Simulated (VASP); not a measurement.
# Co (P6_3/mmc) in VASP: a series of runs

Co is run at these levels: revPBE; tasks: single point.

All numbers are computed with VASP 6.6.1; they aren't measurements. Logs are shortened: lines on timing, memory, paths and dates and some standing lists are left out, and cuts for length are marked.

**1. The cell of the first run**

It takes space group P6_3/mmc (No. 194, hexagonal). Conventional cell: a = 2.512 Å, b = 2.512 Å, c = 8.147 Å, α = 90.00°, β = 90.00°, γ = 120.00°. Co (site symmetry -3m) has 12 Co at 2.50 to 2.51 Å within 3.3 Å. Co (site symmetry -6m2) has 12 Co at 2.50 to 2.51 Å within 3.3 Å.

**2. Single point, revPBE, collinear spin, antiferromagnetic start**

Contents of INCAR:

```
SYSTEM = Co
ALGO = Normal ; EDIFF = 1E-6
ENCUT = 520 ; GGA = RE
ISIF = 2 ; ISMEAR = -1
ISPIN = 2 ; LASPH = .TRUE.
LCHARG = .FALSE. ; LMAXMIX = 4
LORBIT = 11 ; LREAL = .FALSE.
LWAVE = .FALSE. ; MAGMOM = 1.7 1.7 -1.7 -1.7
NBANDS = 30 ; NELM = 150
PREC = Accurate ; SIGMA = 0.05
```

Contents of KPOINTS:

```
k-points
0
G
  14 14 4
  0 0 0
```

Contents of POSCAR:

```
Co
1.0
    2.5119671679      0.0000000000      0.0000000000
   -1.2559835840      2.1754273808      0.0000000000
    0.0000000000      0.0000000000      8.1466532069
Co
4
Direct
    0.0000000000      1.0000000000      1.0000000000
    0.0000000000      0.0000000000      0.5000000000
    0.3333333333      0.6666666667      0.2500000000
    0.6666666667      0.3333333333      0.7500000000
```

Potentials or basis: VASP PAW PBE potentials, release 64 (Co).

Launch:

```
$ cat potpaw_PBE.64/Co/POTCAR > POTCAR
$ mpirun -np 1 vasp_std > vasp.out
```

OUTCAR:

```text
SYSTEM = Co
   EDIFF = 1E-6
   ENCUT = 520
   GGA = RE
   ISIF = 2
   ISMEAR = -1
   ISPIN = 2
   LASPH = .TRUE.
   LORBIT = 11
   LREAL = .FALSE.
   NELM = 150
   PREC = Accurate

 ion  position               nearest neighbor table
   1  0.000  0.000  0.000-   3 2.50   4 2.50   3 2.50   4 2.50   4 2.50   3 2.50
   2  0.000  0.000  0.500-   3 2.50   4 2.50   3 2.50   4 2.50   4 2.50   3 2.50
   3  0.333  0.667  0.250-   1 2.50   2 2.50   1 2.50   2 2.50   1 2.50   2 2.50
   4  0.667  0.333  0.750-   1 2.50   2 2.50   1 2.50   2 2.50   1 2.50   2 2.50

  LATTYP: Found a hexagonal cell.
 ALAT       =     2.5119671679
 C/A-ratio  =     3.2431368176

  Lattice vectors:

 A1 = (   2.5119671679,   0.0000000000,   0.0000000000)
 A2 = (  -1.2559835840,   2.1754273808,   0.0000000000)
 A3 = (   0.0000000000,   0.0000000000,   8.1466532069)

Analysis of symmetry for initial positions (statically):
=====================================================================
 Subroutine PRICEL returns:
 Original cell was already a primitive cell.

 Routine SETGRP: Setting up the symmetry group for a
 hexagonal supercell.

 Subroutine GETGRP returns: Found 24 space group operations
 (whereof 12 operations were pure point group operations)
 out of a pool of 24 trial point group operations.

The static configuration has the point symmetry D_3d.
 The point group associated with its full space group is D_6h.

Analysis of symmetry for dynamics (positions and initial velocities):
=====================================================================
 Subroutine PRICEL returns:
 Original cell was already a primitive cell.

 Routine SETGRP: Setting up the symmetry group for a
 hexagonal supercell.

 Subroutine GETGRP returns: Found 24 space group operations
 (whereof 12 operations were pure point group operations)
 out of a pool of 24 trial point group operations.

The dynamic configuration has the point symmetry D_3d.
 The point group associated with its full space group is D_6h.

Analysis of structural, dynamic, and magnetic symmetry:
=====================================================================
 Subroutine PRICEL returns:
 Original cell was already a primitive cell.

 Routine SETGRP: Setting up the symmetry group for a
 hexagonal supercell.

 Subroutine GETGRP returns: Found 24 space group operations
 (whereof 12 operations were pure point group operations)
 out of a pool of 24 trial point group operations.

The overall configuration has the point symmetry D_3d.
 The point group associated with its full space group is D_6h.

 Subroutine INISYM returns: Found 24 space group operations
 (whereof 12 operations are pure point group operations),
 and found     1 'primitive' translations

----------------------------------------------------------------------------------------

                                     Primitive cell

  volume of cell :      44.5182

  direct lattice vectors                    reciprocal lattice vectors
     2.511967168  0.000000000  0.000000000     0.398094375  0.229839895  0.000000000
    -1.255983584  2.175427381  0.000000000     0.000000000  0.459679789  0.000000000
     0.000000000  0.000000000  8.146653207     0.000000000  0.000000000  0.122749794

  length of vectors
     2.511967168  2.511967168  8.146653207     0.459679789  0.459679789  0.122749794

  position of ions in fractional coordinates (direct lattice)
     0.000000000  0.000000000  0.000000000
     0.000000000  0.000000000  0.500000000
     0.333333333  0.666666667  0.250000000
     0.666666667  0.333333333  0.750000000

  ion indices of the primitive-cell ions
   primitive index   ion index
                 1           1
                 2           2
                 3           3
                 4           4

----------------------------------------------------------------------------------------

 KPOINTS: k-points

Automatic generation of k-mesh.
 Grid dimensions read from file:
 generate k-points for:   14   14    4

 Generating k-lattice:

  Cartesian coordinates                     Fractional coordinates (reciprocal lattice)
     0.028435313  0.016417135  0.000000000     0.071428571  0.000000000  0.000000000
     0.000000000  0.032834271  0.000000000     0.000000000  0.071428571  0.000000000
     0.000000000  0.000000000  0.030687448     0.000000000  0.000000000  0.250000000

  Length of vectors
     0.032834271  0.032834271  0.030687448

  Shift w.r.t. Gamma in fractional coordinates (k-lattice)
     0.000000000  0.000000000  0.000000000

 Subroutine IBZKPT returns following result:
 ===========================================

 Found     72 irreducible k-points:

 Following reciprocal coordinates:
            Coordinates               Weight
  0.000000  0.000000  0.000000      1.000000
  0.071429 -0.000000  0.000000      6.000000
  0.142857 -0.000000  0.000000      6.000000
  0.214286 -0.000000  0.000000      6.000000
  0.285714 -0.000000  0.000000      6.000000
  0.357143 -0.000000  0.000000      6.000000
[... 16 lines left out ...]
  0.285714  0.285714  0.000000      6.000000
  0.357143  0.285714  0.000000      6.000000
 [... further k-points ...]
   k-points           NKPTS =     72   k-points in BZ     NKDIM =     72   number of bands    NBANDS=     30
   number of dos      NEDOS =    301   number of ions     NIONS =      4
   total plane-waves  NPLWV =  25600
   dimension x,y,z NGX =    20 NGY =   20 NGZ =   64
   dimension x,y,z NGXF=    40 NGYF=   40 NGZF=  128
   ions per type =               4
   NGX,Y,Z   is equivalent  to a cutoff of  13.24, 13.24, 13.06 a.u.
   NGXF,Y,Z  is equivalent  to a cutoff of  26.47, 26.47, 26.12 a.u.
 SYSTEM =  Co
   PREC   = accura    normal or accurate (medium, high low for compatibility)
   ISTART =      0    job   : 0-new  1-cont  2-samecut
   ICHARG =      2    charge: 1-file 2-atom 10-const
   ISPIN  =      2    spin polarized calculation?
   LNONCOLLINEAR =      F non collinear calculations
   LSORBIT =      F    spin-orbit coupling
   LASPH  =      T    aspherical Exc in radial PAW
   ENCUT  =  520.0 eV  38.22 Ry    6.18 a.u.   4.67  4.67 15.15*2*pi/ulx,y,z
   NELM   =    150;   NELMIN=  2; NELMDL= -5     # of ELM steps
   EDIFF  = 0.1E-05   stopping-criterion for ELM
   LREAL  =      F    real-space projection
   EDIFFG = 0.1E-04   stopping-criterion for IOM
   NSW    =      0    number of steps for IOM
   IBRION =     -1    ionic relax: 0-MD 1-quasi-New 2-CG
   NFREE  =      0    steps in history (QN), initial steepest desc. (CG)
   ISIF   =      2    stress and relaxation
   ISYM   =      2    0-nonsym 1-usesym 2-fastsym
   POTIM  = 0.5000    time-step for ionic-motion
   TEBEG  =    0.0;   TEEND  =   0.0 temperature during run
   PSTRESS=    0.0 pullay stress
   NELECT =      36.0000    total number of electrons
   NUPDOWN=      -1.0000    fix difference up-down
   EMIN   =  10.00;   EMAX   =-10.00  energy-range for DOS
[... 5 lines left out ...]
     AMIX     =   0.40;   BMIX     =  1.00
     AMIX_MAG =   1.60;   BMIX_MAG =  1.00
  volume/ion in A,a.u.               =      11.13        75.11
  Fermi-wavevector in a.u.,A,eV,Ry     =   1.525210  2.882230 31.650778  2.326267
  Thomas-Fermi vector in A             =   2.633412
   LORBIT       =     11    0 simple, 1 ext, 2 COOP (PROOUT), +10 PAW based schemes
   GGA     = RE    functional components
   LHFCALC =     F    Hartree Fock is set to
   AEXX    =    0.0000 exact exchange contribution
   IVDW    =     0    specifies the selected vdW correction
   LEPSILON=     F    determine dielectric tensor
   LRPA    =     F    only Hartree local field effects (RPA)
 spin polarized calculation
  energy-cutoff  :      520.00
  volume of cell :       44.52
 maximum number of plane-waves:      1218
 NGX is ok and might be reduce to    20
   NGX =  9   NGY =  9   NGZ = 31

 number of electron      36.0000016 magnetization       0.3077405

 number of electron      36.0000016 magnetization      -0.3710638

 Free energy of the ion-electron system (eV)
  ---------------------------------------------------
  ext. energy  EPLUGINS =         0.00000000
  ---------------------------------------------------
  free energy    TOTEN  =       -25.55003032 eV

  energy without entropy =      -25.46172385  energy(sigma->0) =      -25.50587709

 E-fermi :   9.9685     XC(G=0): -13.1860

 val. band max:        9.9682277724   @ k =   0.3571  -0.0000   0.2500
 cond. band min:       9.9693514462   @ k =   0.4286   0.0714   0.2500
 fundamental gap:      0.0011236738
 Fermi energy:         9.9685435411

 spin component 1

 k-point     1 :       0.0000    0.0000    0.0000
  band No.  band energies     occupation
      1       1.2298      1.00000
      2       3.4277      1.00000
      3       3.5101      1.00000
      4       5.4398      1.00000
      5       7.4328      1.00000
      6       7.7890      1.00000
[... 781 lines left out ...]
     29      19.9087      0.00000
     30      22.5782      0.00000

 [... further k-points ...]

 spin component 2

 k-point     1 :       0.0000    0.0000    0.0000
  band No.  band energies     occupation
      1       1.2333      1.00000
      2       3.4103      1.00000
      3       3.5190      1.00000
      4       5.3435      1.00000
      5       7.2689      1.00000
      6       7.6632      1.00000
[... 781 lines left out ...]
     29      19.9670      0.00000
     30      22.4970      0.00000

 [... further k-points ...]

------------------------ aborting loop because EDIFF is reached ----------------------------------------

  FORCE on cell =-STRESS in cart. coord.  units (eV):
  Direction    XX          YY          ZZ          XY          YZ          ZX
  --------------------------------------------------------------------------------------
  -------------------------------------------------------------------------------------
  Total       -2.1969978     -2.1969978     -0.6721330      0.0000000      0.0000000      0.0000000
  in kB      -79.0683059    -79.0683059    -24.1895632      0.0000000      0.0000000      0.0000000
  external PRESSURE =     -60.7753917 kB  Pullay stress =       0.0000000 kB

 VOLUME and BASIS-vectors are now :
 -----------------------------------------------------------------------------
  energy-cutoff  :      520.00
  volume of cell :       44.52
      direct lattice vectors                 reciprocal lattice vectors
     2.511967168  0.000000000  0.000000000     0.398094375  0.229839895  0.000000000
    -1.255983584  2.175427381  0.000000000     0.000000000  0.459679789  0.000000000
     0.000000000  0.000000000  8.146653207     0.000000000  0.000000000  0.122749794

 POSITION                                       TOTAL-FORCE (eV/Angst)
 -----------------------------------------------------------------------------------
      0.00000      0.00000      0.00000         0.000000      0.000000     -0.000000
      0.00000      0.00000      4.07333         0.000000      0.000000     -0.000000
     -0.00000      1.45028      2.03666        -0.000000     -0.000000      0.000000
      1.25598      0.72514      6.10999         0.000000      0.000000      0.000000
 -----------------------------------------------------------------------------------
    total drift:                                0.000000     -0.000000      0.000000

  FREE ENERGIE OF THE ION-ELECTRON SYSTEM (eV)
  ---------------------------------------------------
  free  energy   TOTEN  =       -25.5500303183 eV

  energy  without entropy=      -25.4617238532  energy(sigma->0) =      -25.50587709

 total charge

# of ion       s       p       d       tot
------------------------------------------
    1        0.477   0.499   7.250   8.225
    2        0.477   0.499   7.250   8.225
    3        0.477   0.501   7.244   8.222
    4        0.477   0.501   7.244   8.222
--------------------------------------------------
tot          1.907   1.999  28.988  32.894

 magnetization (x)

# of ion       s       p       d       tot
------------------------------------------
    1        0.001   0.010   0.987   0.998
    2        0.001   0.010   0.987   0.998
    3        0.001  -0.004  -1.184  -1.186
    4        0.001  -0.004  -1.184  -1.186
--------------------------------------------------
tot          0.005   0.013  -0.394  -0.375
```

Wall time 3.3 min (1 thread of Intel Xeon 6975P-C (Granite Rapids), shared host); peak memory 0.26 GiB.

What came out:

- Free energy: -25.5500 eV
- Pressure: -6.1 GPa
- Net moment: -0.37 μB per cell
- Site moments: Co +1.00, -1.19 μB
- Valence electrons inside the program's atomic spheres: Co 8.22

Stress tensor (GPa, compression positive):
```
-7.91  0.00  0.00
 0.00 -7.91  0.00
 0.00  0.00 -2.42
```

Caveat: the PAW data sets were made with another functional, which shifts forces and pressure a little.

(Part 1 of 2 ends here.)
